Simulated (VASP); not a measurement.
# KCl (Pm-3m) in VASP: further runs

The runs below take KCl through single point, with PBE.

Everything below comes from runs of VASP 6.6.1. Logs are shortened: lines on timing, memory, paths and dates and some standing lists are left out, and cuts for length are marked.

### Step 1. The cell of the first run

Symmetry: Pm-3m, No. 221, cubic system. Conventional cell: a = 3.641 Å, b = 3.641 Å, c = 3.641 Å, α = 90.00°, β = 90.00°, γ = 90.00°. K (site symmetry m-3m) has 8 Cl at 3.15 Å and 6 K at 3.64 Å within 4.1 Å. Cl (site symmetry m-3m) has 8 K at 3.15 Å and 6 Cl at 3.64 Å within 4.1 Å.

### Step 2. Single point, PBE (volume changed by -10%)

INCAR

```
  PREC = Accurate
  ENCUT = 520
  EDIFF = 1E-6
  ISMEAR = 0
  SIGMA = 0.01
  LREAL = F
  LASPH = T
  NELM = 100
  ALGO = Normal
  ISIF = 2
  LWAVE = F
  LCHARG = F
  GGA = PE
  NBANDS = 15
```

KPOINTS

```
regular mesh
0
Gamma
  4 4 4
```

POSCAR

```
KCl
1.0
    3.6410229547      0.0000000000      0.0000000000
    0.0000000000      3.6410229547      0.0000000000
    0.0000000000      0.0000000000      3.6410229547
K Cl
1 1
Direct
    0.0000000000      0.0000000000      0.0000000000
    0.5000000000      0.5000000000      0.5000000000
```

Potentials or basis: VASP PAW PBE potentials, release 64 (K_sv, Cl).

On the command line:

```bash
$ cat potpaw_PBE.64/K_sv/POTCAR potpaw_PBE.64/Cl/POTCAR > POTCAR
$ mpirun -np 1 vasp_std > vasp.out
```

OUTCAR:

```text
PREC = Accurate
   ENCUT = 520
   EDIFF = 1E-6
   ISMEAR = 0
   LREAL = F
   LASPH = T
   NELM = 100
   ISIF = 2
   GGA = PE

 ion  position               nearest neighbor table
   1  0.000  0.000  0.000-   2 3.15   2 3.15   2 3.15   2 3.15   2 3.15   2 3.15   2 3.15   2 3.15

   2  0.500  0.500  0.500-   1 3.15   1 3.15   1 3.15   1 3.15   1 3.15   1 3.15   1 3.15   1 3.15

  LATTYP: Found a simple cubic cell.
 ALAT       =     3.6410229547

  Lattice vectors:

 A1 = (   3.6410229547,   0.0000000000,   0.0000000000)
 A2 = (   0.0000000000,   3.6410229547,   0.0000000000)
 A3 = (   0.0000000000,   0.0000000000,   3.6410229547)

Analysis of symmetry for initial positions (statically):
=====================================================================
 Subroutine PRICEL returns:
 Original cell was already a primitive cell.

 Routine SETGRP: Setting up the symmetry group for a
 simple cubic supercell.

 Subroutine GETGRP returns: Found 48 space group operations
 (whereof 48 operations were pure point group operations)
 out of a pool of 48 trial point group operations.

The static configuration has the point symmetry O_h .

Analysis of symmetry for dynamics (positions and initial velocities):
=====================================================================
 Subroutine PRICEL returns:
 Original cell was already a primitive cell.

 Routine SETGRP: Setting up the symmetry group for a
 simple cubic supercell.

 Subroutine GETGRP returns: Found 48 space group operations
 (whereof 48 operations were pure point group operations)
 out of a pool of 48 trial point group operations.

The dynamic configuration has the point symmetry O_h .

 Subroutine INISYM returns: Found 48 space group operations
 (whereof 48 operations are pure point group operations),
 and found     1 'primitive' translations

----------------------------------------------------------------------------------------

                                     Primitive cell

  volume of cell :      48.2692

  direct lattice vectors                    reciprocal lattice vectors
     3.641022955  0.000000000  0.000000000     0.274648090  0.000000000  0.000000000
     0.000000000  3.641022955  0.000000000     0.000000000  0.274648090  0.000000000
     0.000000000  0.000000000  3.641022955     0.000000000  0.000000000  0.274648090

  length of vectors
     3.641022955  3.641022955  3.641022955     0.274648090  0.274648090  0.274648090

  position of ions in fractional coordinates (direct lattice)
     0.000000000  0.000000000  0.000000000
     0.500000000  0.500000000  0.500000000

  ion indices of the primitive-cell ions
   primitive index   ion index
                 1           1
                 2           2

----------------------------------------------------------------------------------------

 KPOINTS: regular mesh

Automatic generation of k-mesh.
 Grid dimensions read from file:
 generate k-points for:    4    4    4

 Generating k-lattice:

  Cartesian coordinates                     Fractional coordinates (reciprocal lattice)
     0.068662022  0.000000000  0.000000000     0.250000000  0.000000000  0.000000000
     0.000000000  0.068662022  0.000000000     0.000000000  0.250000000  0.000000000
     0.000000000  0.000000000  0.068662022     0.000000000  0.000000000  0.250000000

  Length of vectors
     0.068662022  0.068662022  0.068662022

  Shift w.r.t. Gamma in fractional coordinates (k-lattice)
     0.000000000  0.000000000  0.000000000

 Subroutine IBZKPT returns following result:
 ===========================================

 Found     10 irreducible k-points:

 Following reciprocal coordinates:
            Coordinates               Weight
  0.000000  0.000000  0.000000      1.000000
  0.250000  0.000000  0.000000      6.000000
  0.500000  0.000000  0.000000      3.000000
  0.250000  0.250000  0.000000     12.000000
  0.500000  0.250000  0.000000     12.000000
  0.500000  0.500000  0.000000      3.000000
  0.250000  0.250000  0.250000      8.000000
  0.500000  0.250000  0.250000     12.000000
  0.500000  0.500000  0.250000      6.000000
  0.500000  0.500000  0.500000      1.000000
   k-points           NKPTS =     10   k-points in BZ     NKDIM =     10   number of bands    NBANDS=     15
   number of dos      NEDOS =    301   number of ions     NIONS =      2
   total plane-waves  NPLWV =  21952
   dimension x,y,z NGX =    28 NGY =   28 NGZ =   28
   dimension x,y,z NGXF=    56 NGYF=   56 NGZF=   56
   ions per type =               1   1
   NGX,Y,Z   is equivalent  to a cutoff of  12.78, 12.78, 12.78 a.u.
   NGXF,Y,Z  is equivalent  to a cutoff of  25.57, 25.57, 25.57 a.u.
 SYSTEM =  unknown system
   PREC   = accura    normal or accurate (medium, high low for compatibility)
   ISTART =      0    job   : 0-new  1-cont  2-samecut
   ICHARG =      2    charge: 1-file 2-atom 10-const
   ISPIN  =      1    spin polarized calculation?
   LNONCOLLINEAR =      F non collinear calculations
   LSORBIT =      F    spin-orbit coupling
   LASPH  =      T    aspherical Exc in radial PAW
   ENCUT  =  520.0 eV  38.22 Ry    6.18 a.u.   6.77  6.77  6.77*2*pi/ulx,y,z
   NELM   =    100;   NELMIN=  2; NELMDL= -5     # of ELM steps
   EDIFF  = 0.1E-05   stopping-criterion for ELM
   LREAL  =      F    real-space projection
   EDIFFG = 0.1E-04   stopping-criterion for IOM
   NSW    =      0    number of steps for IOM
   IBRION =     -1    ionic relax: 0-MD 1-quasi-New 2-CG
   NFREE  =      0    steps in history (QN), initial steepest desc. (CG)
   ISIF   =      2    stress and relaxation
   ISYM   =      2    0-nonsym 1-usesym 2-fastsym
   POTIM  = 0.5000    time-step for ionic-motion
   TEBEG  =    0.0;   TEEND  =   0.0 temperature during run
   PSTRESS=    0.0 pullay stress
   NELECT =      16.0000    total number of electrons
   NUPDOWN=      -1.0000    fix difference up-down
   EMIN   =  10.00;   EMAX   =-10.00  energy-range for DOS
   EFERMI =   0.00;   METHOD = LEGACY
   ISMEAR =     0;   SIGMA  =   0.01  broadening in eV -4-tet -1-fermi 0-gaus
   EFERMI_NEDOS =   21; number of points for ismear=-14 and -15
   IALGO  =     38    algorithm
   IMIX   =      4    mixing-type and parameters
     AMIX     =   0.40;   BMIX     =  1.00
     AMIX_MAG =   1.60;   BMIX_MAG =  1.00
  volume/ion in A,a.u.               =      24.13       162.87
  Fermi-wavevector in a.u.,A,eV,Ry     =   1.132987  2.141034 17.465233  1.283658
  Thomas-Fermi vector in A             =   2.269689
   LORBIT       =      0    0 simple, 1 ext, 2 COOP (PROOUT), +10 PAW based schemes
   GGA     = PE    functional components
   LHFCALC =     F    Hartree Fock is set to
   AEXX    =    0.0000 exact exchange contribution
   IVDW    =     0    specifies the selected vdW correction
   LEPSILON=     F    determine dielectric tensor
   LRPA    =     F    only Hartree local field effects (RPA)
 non-spin polarized calculation
 Gauss-broadening in eV      SIGMA  =   0.01
  energy-cutoff  :      520.00
  volume of cell :       48.27
 maximum number of plane-waves:      1328
 NGX is ok and might be reduce to    28
   NGX = 13   NGY = 13   NGZ = 13

 number of electron      15.9999999 magnetization

 Free energy of the ion-electron system (eV)
  ---------------------------------------------------
  ext. energy  EPLUGINS =         0.00000000
  ---------------------------------------------------
  free energy    TOTEN  =        -6.55446486 eV

  energy without entropy =       -6.55446486  energy(sigma->0) =       -6.55446486

 E-fermi :   0.1392     XC(G=0):  -8.7814

 val. band max:        0.0362216465   @ k =   0.5000   0.5000   0.0000
 cond. band min:       5.5826695112   @ k =   0.0000   0.0000   0.0000
 fundamental gap:      5.5464478647
 Fermi energy:         0.1391732997

 k-point     1 :       0.0000    0.0000    0.0000
  band No.  band energies     occupation
      1     -27.7932      2.00000
      2     -12.8654      2.00000
      3     -11.1408      2.00000
      4     -11.1408      2.00000
      5     -11.1408      2.00000
      6      -0.1947      2.00000
      7      -0.1947      2.00000
      8      -0.1947      2.00000
      9       5.5827      0.00000
     10       6.4123      0.00000
     11       6.4123      0.00000
     12      11.0818      0.00000
     13      11.0818      0.00000
     14      11.0818      0.00000
     15      14.2684      0.00000

 k-point     2 :       0.2500    0.0000    0.0000
  band No.  band energies     occupation
      1     -27.7743      2.00000
      2     -12.9816      2.00000
      3     -11.1135      2.00000
      4     -11.1135      2.00000
      5     -11.0510      2.00000
      6      -1.3191      2.00000
      7      -0.2243      2.00000
      8      -0.2243      2.00000
      9       6.8988      0.00000
     10       6.9786      0.00000
     11       7.8819      0.00000
     12      10.9548      0.00000
     13      10.9548      0.00000
     14      11.4122      0.00000
     15      12.2023      0.00000

 k-point     3 :       0.5000    0.0000    0.0000
  band No.  band energies     occupation
      1     -27.7554      2.00000
      2     -13.1043      2.00000
      3     -11.0859      2.00000
      4     -11.0859      2.00000
      5     -10.9384      2.00000
      6      -2.1779      2.00000
      7      -0.2567      2.00000
      8      -0.2567      2.00000
      9       8.0085      0.00000
     10       8.5707      0.00000
     11       9.1937      0.00000
     12      10.1993      0.00000
     13      11.0936      0.00000
     14      11.0936      0.00000
     15      11.8378      0.00000

 k-point     4 :       0.2500    0.2500    0.0000
  band No.  band energies     occupation
      1     -27.7565      2.00000
      2     -12.9045      2.00000
      3     -11.3252      2.00000
      4     -11.0900      2.00000
      5     -11.0046      2.00000
      6      -1.2932      2.00000
      7      -0.9083      2.00000
      8      -0.1700      2.00000
      9       7.4140      0.00000
     10       7.5407      0.00000
     11       8.7500      0.00000
     12       9.9387      0.00000
     13      10.6504      0.00000
     14      11.2346      0.00000
     15      12.6732      0.00000

 k-point     5 :       0.5000    0.2500    0.0000
  band No.  band energies     occupation
      1     -27.7385      2.00000
      2     -12.8526      2.00000
      3     -11.3015      2.00000
      4     -11.1608      2.00000
      5     -11.0663      2.00000
      6      -1.8039      2.00000
      7      -0.8897      2.00000
      8      -0.1158      2.00000
      9       7.2977      0.00000
     10       8.0727      0.00000
     11       9.8262      0.00000
     12       9.9281      0.00000
     13       9.9503      0.00000
     14      11.2538      0.00000
     15      12.8782      0.00000

 k-point     6 :       0.5000    0.5000    0.0000
  band No.  band energies     occupation
      1     -27.7215      2.00000
      2     -12.4823      2.00000
      3     -11.5053      2.00000
      4     -11.5053      2.00000
      5     -11.0465      2.00000
      6      -1.4049      2.00000
      7      -1.4049      2.00000
      8       0.0362      2.00000
      9       6.3003      0.00000
     10       7.5054      0.00000
     11       9.0847      0.00000
     12       9.0847      0.00000
     13      12.7565      0.00000
     14      12.7565      0.00000
     15      12.9112      0.00000

 k-point     7 :       0.2500    0.2500    0.2500
  band No.  band energies     occupation
      1     -27.7394      2.00000
      2     -12.7749      2.00000
      3     -11.2865      2.00000
      4     -11.2865      2.00000
      5     -11.0455      2.00000
      6      -1.0590      2.00000
      7      -0.9764      2.00000
      8      -0.9764      2.00000
      9       8.5675      0.00000
     10       8.6032      0.00000
     11       8.6032      0.00000
     12       9.3602      0.00000
     13      10.0068      0.00000
     14      10.0068      0.00000
     15      14.3848      0.00000

 k-point     8 :       0.5000    0.2500    0.2500
  band No.  band energies     occupation
      1     -27.7221      2.00000
      2     -12.6485      2.00000
      3     -11.2833      2.00000
      4     -11.2738      2.00000
      5     -11.2472      2.00000
      6      -1.6685      2.00000
      7      -1.0486      2.00000
      8      -0.7622      2.00000
      9       8.0227      0.00000
     10       8.4600      0.00000
     11       8.7244      0.00000
     12      10.2288      0.00000
     13      10.5910      0.00000
     14      10.7779      0.00000
     15      13.2751      0.00000

 k-point     9 :       0.5000    0.5000    0.2500
  band No.  band energies     occupation
      1     -27.7057      2.00000
      2     -12.3767      2.00000
      3     -11.4551      2.00000
      4     -11.4551      2.00000
      5     -11.2287      2.00000
      6      -1.5469      2.00000
      7      -1.5469      2.00000
      8      -0.9275      2.00000
      9       7.5238      0.00000
     10       9.0953      0.00000
     11       9.0953      0.00000
     12       9.1595      0.00000
     13      11.7192      0.00000
     14      11.7192      0.00000
     15      12.9750      0.00000

 k-point    10 :       0.5000    0.5000    0.5000
  band No.  band energies     occupation
      1     -27.6897      2.00000
      2     -12.2656      2.00000
      3     -11.4038      2.00000
      4     -11.4038      2.00000
      5     -11.4038      2.00000
      6      -1.6914      2.00000
      7      -1.6914      2.00000
      8      -1.6914      2.00000
      9       9.3642      0.00000
     10       9.3642      0.00000
     11       9.3642      0.00000
     12      10.6443      0.00000
     13      10.6443      0.00000
     14      10.6443      0.00000
     15      13.0426      0.00000

------------------------ aborting loop because EDIFF is reached ----------------------------------------

  FORCE on cell =-STRESS in cart. coord.  units (eV):
  Direction    XX          YY          ZZ          XY          YZ          ZX
  --------------------------------------------------------------------------------------
  -------------------------------------------------------------------------------------
  Total        1.3101808      1.3101808      1.3101808      0.0000000      0.0000000      0.0000000
  in kB       43.4882130     43.4882130     43.4882130      0.0000000      0.0000000      0.0000000
  external PRESSURE =      43.4882130 kB  Pullay stress =       0.0000000 kB

 VOLUME and BASIS-vectors are now :
 -----------------------------------------------------------------------------
  energy-cutoff  :      520.00
  volume of cell :       48.27
      direct lattice vectors                 reciprocal lattice vectors
     3.641022955  0.000000000  0.000000000     0.274648090  0.000000000  0.000000000
     0.000000000  3.641022955  0.000000000     0.000000000  0.274648090  0.000000000
     0.000000000  0.000000000  3.641022955     0.000000000  0.000000000  0.274648090

 POSITION                                       TOTAL-FORCE (eV/Angst)
 -----------------------------------------------------------------------------------
      0.00000      0.00000      0.00000         0.000000      0.000000      0.000000
      1.82051      1.82051      1.82051         0.000000      0.000000      0.000000
 -----------------------------------------------------------------------------------
    total drift:                               -0.000000      0.000000      0.000000

  FREE ENERGIE OF THE ION-ELECTRON SYSTEM (eV)
  ---------------------------------------------------
  free  energy   TOTEN  =        -6.5544648554 eV

  energy  without entropy=       -6.5544648554  energy(sigma->0) =       -6.55446486
```

Run time: 11 s. Hardware: 1 thread of Intel Xeon 8259CL, shared host; peak memory 0.15 GiB.

What came out:

* Free energy: -6.5545 eV
* Pressure: 4.3 GPa
* Band gap on the k mesh: 5.55 eV, indirect (least direct gap 5.78 eV)

Levels at points of the mesh, in eV from the valence-band top:
| k point | band 4 | band 5 | band 6 | band 7 | band 8 | band 9 | band 10 | band 11 | band 12 | band 13 |
| --- | --- | --- | --- | --- | --- | --- | --- | --- | --- | --- |
| (0.00, 0.00, 0.00) | -11.18 | -11.18 | -0.23 | -0.23 | -0.23 | 5.55 | 6.38 | 6.38 | 11.05 | 11.05 |
| (0.50, 0.00, 0.00) | -11.12 | -10.97 | -2.21 | -0.29 | -0.29 | 7.97 | 8.53 | 9.16 | 10.16 | 11.06 |
| (0.50, 0.50, 0.00) | -11.54 | -11.08 | -1.44 | -1.44 | 0.00 | 6.26 | 7.47 | 9.05 | 9.05 | 12.72 |
| (0.50, 0.50, 0.50) | -11.44 | -11.44 | -1.73 | -1.73 | -1.73 | 9.33 | 9.33 | 9.33 | 10.61 | 10.61 |

Caveat: the k points lie up to 0.43 Å⁻¹ apart; the cell differs from its parent crystal (volume changed by -10%).

### Step 3. Single point, PBE

This run uses another cell than the first one, of 26.82 Å³/atom, 1.111 times its volume.

INCAR

```
SYSTEM = KCl
  PREC = Accurate
  ENCUT = 520
  EDIFF = 1E-7
  ISMEAR = 0
  SIGMA = 0.01
  LREAL = .False.
  LASPH = .True.
  NELM = 100
  ALGO = Normal
  ISIF = 2
  LWAVE = .False.
  LCHARG = .False.
  GGA = PE
  NBANDS = 15
```

KPOINTS

```
regular mesh
0
Gamma
  4 4 4
  0 0 0
```

POSCAR

```
KCl
1.0
    3.7711682932      0.0000000000      0.0000000000
    0.0000000000      3.7711682932      0.0000000000
    0.0000000000      0.0000000000      3.7711682932
K Cl
1 1
Direct
    0.0000000000      0.0000000000      0.0000000000
    0.5000000000      0.5000000000      0.5000000000
```

Potentials or basis: VASP PAW PBE potentials, release 64 (K_sv, Cl).

On the command line:

```bash
$ cat potpaw_PBE.64/K_sv/POTCAR potpaw_PBE.64/Cl/POTCAR > POTCAR
$ mpirun -np 1 vasp_std > vasp.out
```

It took 9.3 s on 1 thread of Intel Xeon 8259CL, shared host; peak memory 0.15 GiB.

Results (log left out):

| Quantity | Value |
| --- | --- |
| Free energy | -6.6428 eV |
| Pressure | 1.1 GPa |
| Band gap on the k mesh | 5.03 eV, indirect (least direct gap 5.24 eV) |

Levels at points of the mesh, in eV from the valence-band top:
```tsv
k point	band 4	band 5	band 6	band 7	band 8	band 9	band 10	band 11	band 12	band 13
(0.00, 0.00, 0.00)	-11.35	-11.35	-0.21	-0.21	-0.21	5.03	6.52	6.52	10.78	10.78
(0.50, 0.00, 0.00)	-11.31	-11.19	-1.90	-0.23	-0.23	7.94	7.97	8.54	10.16	10.67
(0.50, 0.50, 0.00)	-11.61	-11.29	-1.27	-1.27	0.00	6.22	7.35	8.99	8.99	11.78
(0.50, 0.50, 0.50)	-11.55	-11.55	-1.44	-1.44	-1.44	8.98	8.98	8.98	10.12	10.12
```

A k mesh can miss the band edges.

(Continued in part 2 of 2.)
